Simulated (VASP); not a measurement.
# ZnO (P6_3mc) in VASP: notebook

Runs on ZnO. Level: PBE. Tasks: single point.

All numbers are computed with VASP 6.6.1; they aren't measurements. Logs are shortened: lines on timing, memory, paths and dates and some standing lists are left out, and cuts for length are marked.

**1. The cell of the first run**

It takes space group P6_3mc (No. 186, hexagonal). Conventional cell: a = 3.237 Å, b = 3.237 Å, c = 5.222 Å, α = 90.00°, β = 90.00°, γ = 120.00°. Within 2.6 Å of Zn (site symmetry 3m) lie 4 O at 1.97 to 1.98 Å. O (site symmetry 3m) has 4 Zn at 1.97 to 1.98 Å within 2.6 Å.

**2. Single point, PBE**

Input file INCAR:

```
PREC     = Accurate       # precision mode
ENCUT    = 520            # plane-wave cutoff, eV
EDIFF    = 1E-6           # SCF threshold, eV
ISMEAR   = 0              # smearing method
SIGMA    = 0.1            # smearing width, eV
LREAL    = F              # projectors in reciprocal space
LASPH    = T              # aspherical terms in the spheres
NELM     = 60             # most SCF steps
ALGO     = Normal         # electronic algorithm
ISIF     = 2              # what is computed and relaxed
LWAVE    = F              # write WAVECAR
LCHARG   = T              # write CHGCAR
GGA      = PE             # functional
LELF     = T              # ELF
LVHAR    = T            
NBANDS   = 26             # bands
```

Input file KPOINTS:

```
Automatic mesh
0
Gamma
  6 6 4
```

Input file POSCAR:

```
ZnO
1.0
    3.2373510200      0.0000000000      0.0000000000
   -1.6186755100      2.8036282300      0.0000000000
    0.0000000000      0.0000000000      5.2220613000
Zn O
2 2
Direct
    0.6666666700      0.3333333300      0.5005917000
    0.3333333300      0.6666666700      0.0005917000
    0.6666666700      0.3333333300      0.8797183000
    0.3333333300      0.6666666700      0.3797183000
```

Potentials or basis: VASP PAW PBE potentials, release 64 (Zn, O).

Run with:

```bash
$ cat potpaw_PBE.64/Zn/POTCAR potpaw_PBE.64/O/POTCAR > POTCAR
$ mpirun -np 1 vasp_std > vasp.out
```

OUTCAR:

```text
PREC = Accurate
   ENCUT = 520
   EDIFF = 1E-6
   ISMEAR = 0
   LREAL = F
   LASPH = T
   NELM = 60
   ISIF = 2
   GGA = PE

 ion  position               nearest neighbor table
   1  0.667  0.333  0.501-   4 1.97   4 1.97   4 1.97   3 1.98
   2  0.333  0.667  0.001-   3 1.97   3 1.97   3 1.97   4 1.98
   3  0.667  0.333  0.880-   2 1.97   2 1.97   2 1.97   1 1.98
   4  0.333  0.667  0.380-   1 1.97   1 1.97   1 1.97   2 1.98

  LATTYP: Found a hexagonal cell.
 ALAT       =     3.2373510200
 C/A-ratio  =     1.6130661358

  Lattice vectors:

 A1 = (   3.2373510200,   0.0000000000,   0.0000000000)
 A2 = (  -1.6186755100,   2.8036282300,   0.0000000000)
 A3 = (   0.0000000000,   0.0000000000,   5.2220613000)

Analysis of symmetry for initial positions (statically):
=====================================================================
 Subroutine PRICEL returns:
 Original cell was already a primitive cell.

 Routine SETGRP: Setting up the symmetry group for a
 hexagonal supercell.

 Subroutine GETGRP returns: Found 12 space group operations
 (whereof  6 operations were pure point group operations)
 out of a pool of 24 trial point group operations.

The static configuration has the point symmetry C_3v.
 The point group associated with its full space group is C_6v.

Analysis of symmetry for dynamics (positions and initial velocities):
=====================================================================
 Subroutine PRICEL returns:
 Original cell was already a primitive cell.

 Routine SETGRP: Setting up the symmetry group for a
 hexagonal supercell.

 Subroutine GETGRP returns: Found 12 space group operations
 (whereof  6 operations were pure point group operations)
 out of a pool of 24 trial point group operations.

The dynamic configuration has the point symmetry C_3v.
 The point group associated with its full space group is C_6v.

 Subroutine INISYM returns: Found 12 space group operations
 (whereof  6 operations are pure point group operations),
 and found     1 'primitive' translations

----------------------------------------------------------------------------------------

                                     Primitive cell

  volume of cell :      47.3971

  direct lattice vectors                    reciprocal lattice vectors
     3.237351020  0.000000000  0.000000000     0.308894523  0.178340336  0.000000000
    -1.618675510  2.803628230  0.000000000     0.000000000  0.356680672  0.000000000
     0.000000000  0.000000000  5.222061300     0.000000000  0.000000000  0.191495263

  length of vectors
     3.237351020  3.237351025  5.222061300     0.356680672  0.356680672  0.191495263

  position of ions in fractional coordinates (direct lattice)
     0.666666670  0.333333330  0.500591700
     0.333333330  0.666666670  0.000591700
     0.666666670  0.333333330  0.879718300
     0.333333330  0.666666670  0.379718300

  ion indices of the primitive-cell ions
   primitive index   ion index
                 1           1
                 2           2
                 3           3
                 4           4

----------------------------------------------------------------------------------------

 KPOINTS: Automatic mesh

Automatic generation of k-mesh.
 Grid dimensions read from file:
 generate k-points for:    6    6    4

 Generating k-lattice:

  Cartesian coordinates                     Fractional coordinates (reciprocal lattice)
     0.051482421  0.029723389  0.000000000     0.166666667 -0.000000000  0.000000000
     0.000000000  0.059446779  0.000000000     0.000000000  0.166666667  0.000000000
     0.000000000  0.000000000  0.047873816     0.000000000  0.000000000  0.250000000

  Length of vectors
     0.059446779  0.059446779  0.047873816

  Shift w.r.t. Gamma in fractional coordinates (k-lattice)
     0.000000000  0.000000000  0.000000000

 Subroutine IBZKPT returns following result:
 ===========================================

 Found     21 irreducible k-points:

 Following reciprocal coordinates:
            Coordinates               Weight
  0.000000  0.000000  0.000000      1.000000
  0.166667  0.000000  0.000000      6.000000
  0.333333  0.000000  0.000000      6.000000
  0.500000  0.000000  0.000000      3.000000
  0.166667  0.166667  0.000000      6.000000
  0.333333  0.166667  0.000000     12.000000
[... 13 lines left out ...]
  0.333333  0.166667  0.500000     12.000000
  0.333333  0.333333  0.500000      2.000000
   k-points           NKPTS =     21   k-points in BZ     NKDIM =     21   number of bands    NBANDS=     26
   number of dos      NEDOS =    301   number of ions     NIONS =      4
   total plane-waves  NPLWV =  23040
   dimension x,y,z NGX =    24 NGY =   24 NGZ =   40
   dimension x,y,z NGXF=    48 NGYF=   48 NGZF=   80
   ions per type =               2   2
   NGX,Y,Z   is equivalent  to a cutoff of  12.32, 12.32, 12.73 a.u.
   NGXF,Y,Z  is equivalent  to a cutoff of  24.65, 24.65, 25.47 a.u.
 SYSTEM =  unknown system
   PREC   = accura    normal or accurate (medium, high low for compatibility)
   ISTART =      0    job   : 0-new  1-cont  2-samecut
   ICHARG =      2    charge: 1-file 2-atom 10-const
   ISPIN  =      1    spin polarized calculation?
   LNONCOLLINEAR =      F non collinear calculations
   LSORBIT =      F    spin-orbit coupling
   LASPH  =      T    aspherical Exc in radial PAW
   ENCUT  =  520.0 eV  38.22 Ry    6.18 a.u.   6.02  6.02  9.71*2*pi/ulx,y,z
   NELM   =     60;   NELMIN=  2; NELMDL= -5     # of ELM steps
   EDIFF  = 0.1E-05   stopping-criterion for ELM
   LREAL  =      F    real-space projection
   EDIFFG = 0.1E-04   stopping-criterion for IOM
   NSW    =      0    number of steps for IOM
   IBRION =     -1    ionic relax: 0-MD 1-quasi-New 2-CG
   NFREE  =      0    steps in history (QN), initial steepest desc. (CG)
   ISIF   =      2    stress and relaxation
   ISYM   =      2    0-nonsym 1-usesym 2-fastsym
   POTIM  = 0.5000    time-step for ionic-motion
   TEBEG  =    0.0;   TEEND  =   0.0 temperature during run
   PSTRESS=    0.0 pullay stress
   NELECT =      36.0000    total number of electrons
   NUPDOWN=      -1.0000    fix difference up-down
   EMIN   =  10.00;   EMAX   =-10.00  energy-range for DOS
   EFERMI =   0.00;   METHOD = LEGACY
   ISMEAR =     0;   SIGMA  =   0.10  broadening in eV -4-tet -1-fermi 0-gaus
   EFERMI_NEDOS =   21; number of points for ismear=-14 and -15
   IALGO  =     38    algorithm
   IMIX   =      4    mixing-type and parameters
     AMIX     =   0.40;   BMIX     =  1.00
     AMIX_MAG =   1.60;   BMIX_MAG =  1.00
  volume/ion in A,a.u.               =      11.85        79.96
  Fermi-wavevector in a.u.,A,eV,Ry     =   1.493682  2.822650 30.355784  2.231087
  Thomas-Fermi vector in A             =   2.606052
   LORBIT       =      0    0 simple, 1 ext, 2 COOP (PROOUT), +10 PAW based schemes
   GGA     = PE    functional components
   LHFCALC =     F    Hartree Fock is set to
   AEXX    =    0.0000 exact exchange contribution
   IVDW    =     0    specifies the selected vdW correction
   LEPSILON=     F    determine dielectric tensor
   LRPA    =     F    only Hartree local field effects (RPA)
 non-spin polarized calculation
 Gauss-broadening in eV      SIGMA  =   0.10
  energy-cutoff  :      520.00
  volume of cell :       47.40
 maximum number of plane-waves:      1314
   NGX = 13   NGY = 13   NGZ = 19

 number of electron      36.0000020 magnetization

 Free energy of the ion-electron system (eV)
  ---------------------------------------------------
  ext. energy  EPLUGINS =         0.00000000
  ---------------------------------------------------
  free energy    TOTEN  =       -17.81322862 eV

  energy without entropy =      -17.81322862  energy(sigma->0) =      -17.81322862

 E-fermi :   1.6457     XC(G=0): -10.9339

 val. band max:        1.2486922566   @ k =   0.0000   0.0000   0.0000
 cond. band min:       2.0341881633   @ k =   0.0000   0.0000   0.0000
 fundamental gap:      0.7854959067
 Fermi energy:         1.6457381341

 k-point     1 :       0.0000    0.0000    0.0000
  band No.  band energies     occupation
      1     -16.8816      2.00000
      2     -16.1545      2.00000
      3      -4.4726      2.00000
      4      -4.4726      2.00000
      5      -4.4336      2.00000
      6      -4.4279      2.00000
[... 18 lines left out ...]
     25      15.4428      0.00000
     26      15.4428      0.00000

 k-point     2 :       0.1667    0.0000    0.0000
  band No.  band energies     occupation
      1     -16.7337      2.00000
      2     -16.0908      2.00000
      3      -4.6282      2.00000
      4      -4.3905      2.00000
      5      -4.3671      2.00000
      6      -4.2979      2.00000
[... 18 lines left out ...]
     25      15.3290      0.00000
     26      15.6277      0.00000

 k-point     3 :       0.3333    0.0000    0.0000
  band No.  band energies     occupation
      1     -16.4006      2.00000
      2     -15.9840      2.00000
      3      -4.7882      2.00000
      4      -4.4297      2.00000
      5      -4.2579      2.00000
      6      -4.0613      2.00000
[... 18 lines left out ...]
     25      14.6856      0.00000
     26      15.3818      0.00000

 k-point     4 :       0.5000    0.0000    0.0000
  band No.  band energies     occupation
      1     -16.1892      2.00000
      2     -15.9665      2.00000
      3      -4.7103      2.00000
      4      -4.5219      2.00000
      5      -4.2147      2.00000
      6      -3.8353      2.00000
[... 18 lines left out ...]
     25      14.4651      0.00000
     26      15.5358      0.00000

 k-point     5 :       0.1667    0.1667    0.0000
  band No.  band energies     occupation
      1     -16.4914      2.00000
      2     -16.0059      2.00000
      3      -4.6756      2.00000
      4      -4.4678      2.00000
      5      -4.2508      2.00000
      6      -4.1988      2.00000
[... 18 lines left out ...]
     25      13.8335      0.00000
     26      16.5545      0.00000

 k-point     6 :       0.3333    0.1667    0.0000
  band No.  band energies     occupation
      1     -16.1974      2.00000
      2     -15.9622      2.00000
      3      -4.6085      2.00000
      4      -4.3616      2.00000
      5      -4.2069      2.00000
      6      -3.9878      2.00000
[... 340 lines left out ...]
 k-point    18 :       0.5000    0.0000    0.5000
  band No.  band energies     occupation
      1     -16.0689      2.00000
      2     -16.0689      2.00000
      3      -4.8972      2.00000
      4      -4.8972      2.00000
      5      -3.9819      2.00000
      6      -3.9819      2.00000
[... 18 lines left out ...]
     25      14.9771      0.00000
     26      14.9771      0.00000

 k-point    19 :       0.1667    0.1667    0.5000
  band No.  band energies     occupation
      1     -16.2471      2.00000
      2     -16.2471      2.00000
      3      -4.8162      2.00000
      4      -4.8162      2.00000
      5      -4.2501      2.00000
      6      -4.2501      2.00000
[... 18 lines left out ...]
     25      14.7350      0.00000
     26      14.7350      0.00000

 k-point    20 :       0.3333    0.1667    0.5000
  band No.  band energies     occupation
      1     -16.0711      2.00000
      2     -16.0711      2.00000
      3      -4.7553      2.00000
      4      -4.7553      2.00000
      5      -4.1222      2.00000
      6      -4.1222      2.00000
[... 18 lines left out ...]
     25      15.4836      0.00000
     26      15.4836      0.00000

 k-point    21 :       0.3333    0.3333    0.5000
  band No.  band energies     occupation
      1     -16.0134      2.00000
      2     -16.0134      2.00000
      3      -4.5024      2.00000
      4      -4.5024      2.00000
      5      -4.2693      2.00000
      6      -4.2693      2.00000
[... 18 lines left out ...]
     25      16.9538      0.00000
     26      16.9538      0.00000

------------------------ aborting loop because EDIFF is reached ----------------------------------------

  FORCE on cell =-STRESS in cart. coord.  units (eV):
  Direction    XX          YY          ZZ          XY          YZ          ZX
  --------------------------------------------------------------------------------------
  -------------------------------------------------------------------------------------
  Total        1.9672307      1.9672307      1.9779705      0.0000000      0.0000000      0.0000000
  in kB       66.4987818     66.4987821     66.8618218      0.0000000      0.0000000      0.0000000
  external PRESSURE =      66.6197952 kB  Pullay stress =       0.0000000 kB

 VOLUME and BASIS-vectors are now :
 -----------------------------------------------------------------------------
  energy-cutoff  :      520.00
  volume of cell :       47.40
      direct lattice vectors                 reciprocal lattice vectors
     3.237351020  0.000000000  0.000000000     0.308894523  0.178340336  0.000000000
    -1.618675510  2.803628230  0.000000000     0.000000000  0.356680672  0.000000000
     0.000000000  0.000000000  5.222061300     0.000000000  0.000000000  0.191495263

 POSITION                                       TOTAL-FORCE (eV/Angst)
 -----------------------------------------------------------------------------------
      1.61868      0.93454      2.61412         0.000000      0.000000     -0.001387
     -0.00000      1.86909      0.00309        -0.000000      0.000000     -0.001387
      1.61868      0.93454      4.59394        -0.000000      0.000000      0.001387
     -0.00000      1.86909      1.98291         0.000000     -0.000000      0.001387
 -----------------------------------------------------------------------------------
    total drift:                               -0.000016      0.000009      0.001142

  FREE ENERGIE OF THE ION-ELECTRON SYSTEM (eV)
  ---------------------------------------------------
  free  energy   TOTEN  =       -17.8132286193 eV

  energy  without entropy=      -17.8132286191  energy(sigma->0) =      -17.81322862
```

Run time: 14 s. Hardware: 1 thread of Intel Xeon 6975P-C, shared host; peak memory 0.17 GiB.

Results:

```yaml
Free_energy: -17.8132 eV
Pressure: 6.7 GPa
Band_gap_on_the_k_mesh: 0.79 eV, direct
```

Levels at points of the mesh, in eV from the valence-band top:
```tsv
k point	band 15	band 16	band 17	band 18	band 19	band 20	band 21	band 22
(0.00, 0.00, 0.00)	-0.80	-0.09	0.00	0.00	0.79	5.24	8.21	12.92
(0.50, 0.00, 0.00)	-2.84	-2.28	-1.30	-0.84	5.79	6.87	7.58	8.54
(0.00, 0.00, 0.50)	-0.39	-0.39	-0.39	-0.39	3.46	3.46	10.08	10.08
(0.50, 0.00, 0.50)	-1.52	-1.52	-1.39	-1.39	5.71	5.71	8.45	8.45
```

**3. Single point, PBE**

This run uses another cell than the first one, of 12.32 Å³/atom, 1.040 times its volume.

Input file INCAR:

```
PREC = Accurate ; ENCUT = 520
EDIFF = 1E-7 ; ISMEAR = 0
SIGMA = 0.02 ; LREAL = F
LASPH = T ; NELM = 60
ALGO = Normal ; ISIF = 2
LWAVE = F ; LCHARG = F
GGA = PE ; NBANDS = 26
```

Input file KPOINTS:

```
regular mesh
0
Gamma
  12 12 6
```

Input file POSCAR:

```
ZnO
1.0
    3.2793906907      0.0000000000      0.0000000000
   -1.6396953453      2.8400356471      0.0000000000
    0.0000000000      0.0000000000      5.2932331946
Zn O
2 2
Direct
    0.6666666667      0.3333333333      0.5006044163
    0.3333333333      0.6666666667      0.0006044163
    0.6666666667      0.3333333333      0.8797055837
    0.3333333333      0.6666666667      0.3797055837
```

Potentials or basis: VASP PAW PBE potentials, release 64 (Zn, O).

Run with:

```bash
$ cat potpaw_PBE.64/Zn/POTCAR potpaw_PBE.64/O/POTCAR > POTCAR
$ mpirun -np 1 vasp_std > vasp.out
```

It took 50 s on 1 thread of Intel Xeon 6975P-C, shared host; peak memory 0.21 GiB.

Results (log left out):

| Property | Result |
| --- | --- |
| Free energy | -17.8610 eV |
| Pressure | 0.9 GPa |
| Band gap on the k mesh | 0.73 eV, direct |

Levels at points of the mesh, in eV from the valence-band top:
```
           k point  band 15  band 16  band 17  band 18  band 19  band 20  band 21  band 22
(0.00, 0.00, 0.00)    -0.75    -0.08     0.00     0.00     0.73     5.09     8.07    12.73
(0.50, 0.00, 0.00)    -2.72    -2.15    -1.23    -0.79     5.62     6.82     7.52     8.27
(0.00, 0.00, 0.50)    -0.37    -0.37    -0.37    -0.37     3.36     3.36     9.91     9.91
(0.50, 0.00, 0.50)    -1.43    -1.43    -1.32    -1.32     5.64     5.64     8.23     8.23
```
